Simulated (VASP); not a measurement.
Ni: single point with PBE

Crystal: Ni.

```
Ni
1.0
     0.00000    1.76735    1.76735
     1.76735    0.00000    1.76735
     1.76735    1.76735    0.00000
Ni
1
Direct
  0.00000 0.00000 0.00000
```

```
Program                : VASP 6.6.1
Task                   : single point
Functional             : PBE
Potentials or basis    : VASP PAW PBE potentials, release 64 (Ni)
Cutoff                 : 520 eV
k mesh                 : 12 × 12 × 12
Occupations            : fermi-dirac, width 0.1 eV
Spin                   : collinear spin, ferromagnetic start
Starting moments       : [0.24] μB
Fixed moment           : 0.24 μB
Dipole correction      : no
Further INCAR settings : ALGO = Normal; EDIFF = 1e-07; NBANDS = 15
```

```json
{
 "Pressure": "-3.2 GPa",
 "Net moment": "0.24 μB per cell",
 "Site moments": "Ni +0.25 μB",
 "Valence electrons inside the program's atomic spheres": "Ni 9.29"
}
```

Run time: 24 s on 1 thread of AMD EPYC 7R13 Processor (Zen 3), on a shared host, peak memory 0.11 GiB.

Caveat: the total moment is fixed, so each spin has its own Fermi level.
